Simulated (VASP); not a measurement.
# Sc2AsP2 (I4/mmm) in VASP: single point with r2SCAN

Aim: the single point of Sc2AsP2 with r2SCAN.

Program: VASP 6.6.1. These are calculated values, not measurements. Logs are shortened: lines on timing, memory, paths and dates and some standing lists are left out, and cuts for length are marked.

### 1 The cell of the first run

The structure is tetragonal, space group I4/mmm (No. 139). The conventional cell has a = 3.927 Å, b = 3.927 Å, c = 12.604 Å, α = 90.00°, β = 90.00°, γ = 90.00°. Within 3.1 Å of As (site symmetry 4/mmm) lie 2 P at 2.33 Å. Within 3.2 Å of Sc (site symmetry 4mm) lie 5 P at 2.42 to 2.88 Å and 1 Sc at 3.10 Å and 4 As at 3.18 Å. P (site symmetry 4mm) has 1 As at 2.33 Å and 5 Sc at 2.42 to 2.88 Å within 3.1 Å.

### 2 Single point, r2SCAN

POSCAR reads:

```
Sc2AsP2
1.0
    0.0000000000      3.9272260000      0.0000000000
    3.9272260000      0.0000000000      0.0000000000
    1.9636130000      1.9636130000     -6.3019940000
As Sc P
1 2 2
Direct
    0.0000000000      0.0000000000      0.0000000000
    0.3770612134      0.3770612134      0.2458775732
    0.6229387866      0.6229387866      0.7541224268
    0.1847220230      0.1847220230      0.6305559539
    0.8152779770      0.8152779770      0.3694440461
```

INCAR.step1 reads:

```
SYSTEM = Sc2AsP2
ALGO     = Normal         ! electronic algorithm
EDIFF    = 1E-4           ! SCF threshold, eV
ENCUT    = 520            ! plane-wave cutoff, eV
GGA      = PE             ! functional
ISMEAR   = 1              ! smearing method
LASPH    = .True.         ! aspherical terms in the spheres
LCHARG   = .False.        ! write CHGCAR
LREAL    = .False.        ! projectors in reciprocal space
LWAVE    = .True.         ! write WAVECAR
NBANDS   = 26             ! bands
NELM     = 60             ! most SCF steps
PREC     = Accurate       ! precision mode
SIGMA    = 0.247          ! smearing width, eV
```

INCAR.step2 reads:

```
SYSTEM = Sc2AsP2
ALGO     = Normal         ! electronic algorithm
EDIFF    = 1E-7           ! SCF threshold, eV
ENCUT    = 520            ! plane-wave cutoff, eV
ISIF     = 2              ! what is computed and relaxed
ISMEAR   = 1              ! smearing method
ISTART   = 1            
LASPH    = .True.         ! aspherical terms in the spheres
LCHARG   = .False.        ! write CHGCAR
LMIXTAU  = .True.       
LREAL    = .False.        ! projectors in reciprocal space
LWAVE    = .False.        ! write WAVECAR
METAGGA  = R2SCAN         ! meta-GGA
NBANDS   = 26             ! bands
NELM     = 60             ! most SCF steps
PREC     = Accurate       ! precision mode
SIGMA    = 0.247          ! smearing width, eV
```

KPOINTS reads:

```
k-points
0
Gamma
  7 7 7
  0 0 0
```

Potentials or basis: VASP PAW PBE potentials, release 64 (As, Sc_sv, P).

Started as:

```sh
cat potpaw_PBE.64/As/POTCAR potpaw_PBE.64/Sc_sv/POTCAR potpaw_PBE.64/P/POTCAR > POTCAR
cp INCAR.step1 INCAR
mpirun -np 1 vasp_std > vasp.out
cp INCAR.step2 INCAR
mpirun -np 1 vasp_std > vasp.out
```

OUTCAR:

```text
SYSTEM = Sc2AsP2
   EDIFF = 1E-7
   ENCUT = 520
   ISIF = 2
   ISMEAR = 1
   ISTART = 1
   LASPH = .True.
   LREAL = .False.
   METAGGA = R2SCAN
   NELM = 60
   PREC = Accurate

 ion  position               nearest neighbor table
   1  0.000  0.000  0.000-   4 2.33   5 2.33
   2  0.377  0.377  0.246-   4 2.42   5 2.88   5 2.88   5 2.88   5 2.88   3 3.10
   3  0.623  0.623  0.754-   5 2.42   4 2.88   4 2.88   4 2.88   4 2.88   2 3.10
   4  0.185  0.185  0.631-   1 2.33   2 2.42   3 2.88   3 2.88   3 2.88   3 2.88
   5  0.815  0.815  0.369-   1 2.33   3 2.42   2 2.88   2 2.88   2 2.88   2 2.88

  LATTYP: Found a body centered tetragonal cell.
 ALAT       =     3.9272260000
 C/A-ratio  =     3.2093869821

  Lattice vectors:

 A1 = (  -1.9636130000,   1.9636130000,   6.3019940000)
 A2 = (   1.9636130000,  -1.9636130000,   6.3019940000)
 A3 = (   1.9636130000,   1.9636130000,  -6.3019940000)

Analysis of symmetry for initial positions (statically):
=====================================================================
 Subroutine PRICEL returns:
 Original cell was already a primitive cell.

 Routine SETGRP: Setting up the symmetry group for a
 body centered tetragonal supercell.

 Subroutine GETGRP returns: Found 16 space group operations
 (whereof 16 operations were pure point group operations)
 out of a pool of 16 trial point group operations.

The static configuration has the point symmetry D_4h.

Analysis of symmetry for dynamics (positions and initial velocities):
=====================================================================
 Subroutine PRICEL returns:
 Original cell was already a primitive cell.

 Routine SETGRP: Setting up the symmetry group for a
 body centered tetragonal supercell.

 Subroutine GETGRP returns: Found 16 space group operations
 (whereof 16 operations were pure point group operations)
 out of a pool of 16 trial point group operations.

The dynamic configuration has the point symmetry D_4h.

 Subroutine INISYM returns: Found 16 space group operations
 (whereof 16 operations are pure point group operations),
 and found     1 'primitive' translations

----------------------------------------------------------------------------------------

                                     Primitive cell

  volume of cell :      97.1963

  direct lattice vectors                    reciprocal lattice vectors
     0.000000000  3.927226000  0.000000000     0.000000000  0.254632659  0.079339968
     3.927226000  0.000000000  0.000000000     0.254632659  0.000000000  0.079339968
     1.963613000  1.963613000 -6.301994000     0.000000000  0.000000000 -0.158679935

  length of vectors
     3.927226000  3.927226000  6.886703159     0.266706996  0.266706996  0.158679935

  position of ions in fractional coordinates (direct lattice)
     0.000000000  0.000000000  0.000000000
     0.377061213  0.377061213  0.245877573
     0.622938787  0.622938787  0.754122427
     0.184722023  0.184722023  0.630555954
     0.815277977  0.815277977  0.369444046

  ion indices of the primitive-cell ions
   primitive index   ion index
                 1           1
                 2           2
                 3           3
                 4           4
                 5           5

----------------------------------------------------------------------------------------

 KPOINTS: k-points

Automatic generation of k-mesh.
 Grid dimensions read from file:
 generate k-points for:    7    7    7

 Generating k-lattice:

  Cartesian coordinates                     Fractional coordinates (reciprocal lattice)
     0.000000000  0.036376094  0.011334281     0.142857143  0.000000000  0.000000000
     0.036376094  0.000000000  0.011334281     0.000000000  0.142857143  0.000000000
     0.000000000  0.000000000 -0.022668562     0.000000000  0.000000000  0.142857143

  Length of vectors
     0.038100999  0.038100999  0.022668562

  Shift w.r.t. Gamma in fractional coordinates (k-lattice)
     0.000000000  0.000000000  0.000000000

 Subroutine IBZKPT returns following result:
 ===========================================

 Found     40 irreducible k-points:

 Following reciprocal coordinates:
            Coordinates               Weight
  0.000000  0.000000  0.000000      1.000000
  0.142857  0.000000  0.000000      8.000000
  0.285714  0.000000  0.000000      8.000000
  0.428571  0.000000  0.000000      8.000000
  0.142857  0.142857  0.000000      8.000000
  0.285714  0.142857  0.000000     16.000000
[... 16 lines left out ...]
  0.285714  0.285714  0.142857      8.000000
  0.428571  0.285714  0.142857     16.000000
 [... further k-points ...]
   k-points           NKPTS =     40   k-points in BZ     NKDIM =     40   number of bands    NBANDS=     26
   number of dos      NEDOS =    301   number of ions     NIONS =      5
   total plane-waves  NPLWV =  48600
   dimension x,y,z NGX =    30 NGY =   30 NGZ =   54
   dimension x,y,z NGXF=    60 NGYF=   60 NGZF=  108
   ions per type =               1   2   2
   NGX,Y,Z   is equivalent  to a cutoff of  12.70, 12.70, 13.04 a.u.
   NGXF,Y,Z  is equivalent  to a cutoff of  25.40, 25.40, 26.07 a.u.
 SYSTEM =  Sc2AsP2
   PREC   = accura    normal or accurate (medium, high low for compatibility)
   ISTART =      1    job   : 0-new  1-cont  2-samecut
   ICHARG =      0    charge: 1-file 2-atom 10-const
   ISPIN  =      1    spin polarized calculation?
   LNONCOLLINEAR =      F non collinear calculations
   LSORBIT =      F    spin-orbit coupling
   LASPH  =      T    aspherical Exc in radial PAW
   ENCUT  =  520.0 eV  38.22 Ry    6.18 a.u.   7.30  7.30 12.80*2*pi/ulx,y,z
   NELM   =     60;   NELMIN=  2; NELMDL=  0     # of ELM steps
   EDIFF  = 0.1E-06   stopping-criterion for ELM
   LREAL  =      F    real-space projection
   EDIFFG = 0.1E-05   stopping-criterion for IOM
   NSW    =      0    number of steps for IOM
   IBRION =     -1    ionic relax: 0-MD 1-quasi-New 2-CG
   NFREE  =      0    steps in history (QN), initial steepest desc. (CG)
   ISIF   =      2    stress and relaxation
   ISYM   =      2    0-nonsym 1-usesym 2-fastsym
   POTIM  = 0.5000    time-step for ionic-motion
   TEBEG  =    0.0;   TEEND  =   0.0 temperature during run
   PSTRESS=    0.0 pullay stress
   NELECT =      37.0000    total number of electrons
   NUPDOWN=      -1.0000    fix difference up-down
   EMIN   =  10.00;   EMAX   =-10.00  energy-range for DOS
   EFERMI =   0.00;   METHOD = LEGACY
   ISMEAR =     1;   SIGMA  =   0.25  broadening in eV -4-tet -1-fermi 0-gaus
   EFERMI_NEDOS =   21; number of points for ismear=-14 and -15
   IALGO  =     38    algorithm
   IMIX   =      4    mixing-type and parameters
     AMIX     =   0.40;   BMIX     =  1.00
     AMIX_MAG =   1.60;   BMIX_MAG =  1.00
  volume/ion in A,a.u.               =      19.44       131.18
  Fermi-wavevector in a.u.,A,eV,Ry     =   1.186476  2.242114 19.153253  1.407724
  Thomas-Fermi vector in A             =   2.322647
   LORBIT       =      0    0 simple, 1 ext, 2 COOP (PROOUT), +10 PAW based schemes
   METAGGA = R2SCAN    functional components
   LHFCALC =     F    Hartree Fock is set to
   AEXX    =    0.0000 exact exchange contribution
   IVDW    =     0    specifies the selected vdW correction
   LEPSILON=     F    determine dielectric tensor
   LRPA    =     F    only Hartree local field effects (RPA)
 non-spin polarized calculation
 Methfessel and Paxton  Order N= 1 SIGMA  =   0.25
  energy-cutoff  :      520.00
  volume of cell :       97.20
 maximum number of plane-waves:      2639
 NGX is ok and might be reduce to    30
   NGX = 15   NGY = 15   NGZ = 25

 number of electron      36.9999998 magnetization

 Free energy of the ion-electron system (eV)
  ---------------------------------------------------
  ext. energy  EPLUGINS =         0.00000000
  ---------------------------------------------------
  free energy    TOTEN  =       -58.75020391 eV

  energy without entropy =      -58.74978718  energy(sigma->0) =      -58.75006500

 E-fermi :   5.8292     XC(G=0): -10.9447

 val. band max:        5.8280219605   @ k =  -0.1429  -0.1429   0.1429
 cond. band min:       5.8373629044   @ k =  -0.2857   0.0000   0.1429
 fundamental gap:      0.0093409440
 Fermi energy:         5.8291882092

 k-point     1 :       0.0000    0.0000    0.0000
  band No.  band energies     occupation
      1     -46.0608      2.00000
      2     -46.0396      2.00000
      3     -23.7806      2.00000
      4     -23.7552      2.00000
      5     -23.7552      2.00000
      6     -23.7418      2.00000
[... 18 lines left out ...]
     25       8.6944     -0.00000
     26       8.8112     -0.00000

 k-point     2 :       0.1429    0.0000    0.0000
  band No.  band energies     occupation
      1     -46.0603      2.00000
      2     -46.0394      2.00000
      3     -23.7782      2.00000
      4     -23.7626      2.00000
      5     -23.7549      2.00000
      6     -23.7479      2.00000
[... 18 lines left out ...]
     25       8.3494     -0.00000
     26       8.8303     -0.00000

 k-point     3 :       0.2857    0.0000    0.0000
  band No.  band energies     occupation
      1     -46.0592      2.00000
      2     -46.0390      2.00000
      3     -23.7833      2.00000
      4     -23.7719      2.00000
      5     -23.7583      2.00000
      6     -23.7542      2.00000
[... 18 lines left out ...]
     25       8.2030     -0.00000
     26       8.5637     -0.00000

 k-point     4 :       0.4286    0.0000    0.0000
  band No.  band energies     occupation
      1     -46.0583      2.00000
      2     -46.0387      2.00000
      3     -23.7966      2.00000
      4     -23.7792      2.00000
      5     -23.7574      2.00000
      6     -23.7535      2.00000
[... 18 lines left out ...]
     25       8.5610     -0.00000
     26       8.5848     -0.00000
[... 496 lines left out ...]
      1     -46.0599      2.00000
      2     -46.0399      2.00000
      3     -23.7706      2.00000
      4     -23.7656      2.00000
      5     -23.7571      2.00000
      6     -23.7451      2.00000
[... 18 lines left out ...]
     25       8.4046     -0.00000
     26       8.8217     -0.00000

 k-point    23 :       0.2857    0.2857    0.1429
  band No.  band energies     occupation
      1     -46.0580      2.00000
      2     -46.0381      2.00000
      3     -23.7816      2.00000
      4     -23.7753      2.00000
      5     -23.7663      2.00000
      6     -23.7583      2.00000
[... 18 lines left out ...]
     25       8.5252     -0.00000
     26       8.8395     -0.00000

 k-point    24 :       0.4286    0.2857    0.1429
  band No.  band energies     occupation
      1     -46.0572      2.00000
      2     -46.0377      2.00000
      3     -23.7914      2.00000
      4     -23.7773      2.00000
      5     -23.7704      2.00000
      6     -23.7578      2.00000
[... 18 lines left out ...]
     25       8.8784     -0.00000
     26       9.0944     -0.00000

 [... further k-points ...]
[... 5 lines left out ...]
  --------------------------------------------------------------------------------------
  -------------------------------------------------------------------------------------
  Total       -7.1934377     -7.1934377     15.2876485      0.0000000      0.0000000     -0.0000000
  in kB     -118.5761368   -118.5761368    252.0005547      0.0000000      0.0000000     -0.0000000
  external PRESSURE =       4.9494270 kB  Pullay stress =       0.0000000 kB

 VOLUME and BASIS-vectors are now :
 -----------------------------------------------------------------------------
  energy-cutoff  :      520.00
  volume of cell :       97.20
      direct lattice vectors                 reciprocal lattice vectors
     0.000000000  3.927226000  0.000000000     0.000000000  0.254632659  0.079339968
     3.927226000  0.000000000  0.000000000     0.254632659  0.000000000  0.079339968
     1.963613000  1.963613000 -6.301994000     0.000000000  0.000000000 -0.158679935

 POSITION                                       TOTAL-FORCE (eV/Angst)
 -----------------------------------------------------------------------------------
      0.00000      0.00000      0.00000        -0.000000      0.000000      0.000000
      1.96361      1.96361     -1.54952         0.000000     -0.000000      0.023510
      3.92723      3.92723     -4.75248         0.000000     -0.000000     -0.023510
      1.96361      1.96361     -3.97376         0.000000     -0.000000     -0.019807
      3.92723      3.92723     -2.32823         0.000000     -0.000000      0.019807
 -----------------------------------------------------------------------------------
    total drift:                               -0.000000     -0.000000     -0.000000

  FREE ENERGIE OF THE ION-ELECTRON SYSTEM (eV)
  ---------------------------------------------------
  free  energy   TOTEN  =       -58.7502039052 eV

  energy  without entropy=      -58.7497871750  energy(sigma->0) =      -58.75006500
```

Run time: 14 min. Hardware: 1 thread of AMD EPYC 7R13, shared host; peak memory 0.25 GiB.

What came out:

```
Free energy   : -58.7502 eV
Pressure      : 0.5 GPa
Largest force : 0.024 eV/Å
```

Forces in eV/Å, atoms in the order of the input:
```
As   0.000  0.000  0.000
Sc   0.000  0.000  0.024
Sc   0.000  0.000 -0.024
P    0.000  0.000 -0.020
P    0.000  0.000  0.020
```

Caveat: the PAW data sets were made with another functional, which shifts forces and pressure a little.
